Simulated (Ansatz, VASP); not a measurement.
**Cd3Te2Se: VASP beside Ansatz**

```xyz
12
Lattice="4.5837 0.0000 0.0000 0.0000 -9.1674 0.0000 -2.2918 2.2918 -9.6950" Properties=species:S:1:pos:R:3 pbc="T T T"
Cd    0.0000   -4.5837   -3.3820
Cd    0.0000    0.0000   -3.3820
Cd    2.2918   -6.8755    0.0000
Cd    2.2918   -2.2918    0.0000
Cd    2.2918   -6.8755   -6.3129
Cd    2.2918   -2.2918   -6.3129
Te    0.0000   -6.8755   -1.6934
Te    0.0000   -2.2918   -1.6934
Te    0.0000   -6.8755   -8.0015
Te    0.0000   -2.2918   -8.0015
Se    2.2918   -4.5837   -4.8475
Se    2.2918    0.0000   -4.8475
```

Alike in both runs: task single point; functional PBE; k mesh 4 × 2 × 4; occupations gaussian, width 0.1 eV; no spin polarisation.

```csv
,VASP,Ansatz
version,VASP 6.6.1,Ansatz 0.2.0
potentials or method,"VASP PAW PBE potentials, release 64 (Cd, Te, Se), cutoff 520 eV","scalar-relativistic, plane waves, PAW"
valence electrons in the cell,108,216
```

Ansatz gave:

```
gap on the k mesh at the Fermi level (eV)                     : 0.45
least direct gap on the mesh (eV)                             : 0.45
pressure (GPa)                                                : 0.1
traceless stress, the component that is largest in VASP (GPa) : -0.15
rms of the force components (eV/Å)                            : 0.001
```

Problem. Which values does VASP return?

Solution. gap on the k mesh at the Fermi level (eV): 0.45; least direct gap on the mesh (eV): 0.45; pressure (GPa): 0.2; traceless stress, the component that is largest in VASP (GPa): -0.15; rms of the force components (eV/Å): 0.004.

Atom by atom the forces differ by 0.003 eV/Å (rms over components). With one functional, cell and mesh, what is left measures potentials, basis and numerics. VASP's potentials hold 108 valence electrons a cell and Ansatz's 216, so a difference there can come from the potentials and not from the codes.

Spin-orbit coupling is off throughout.
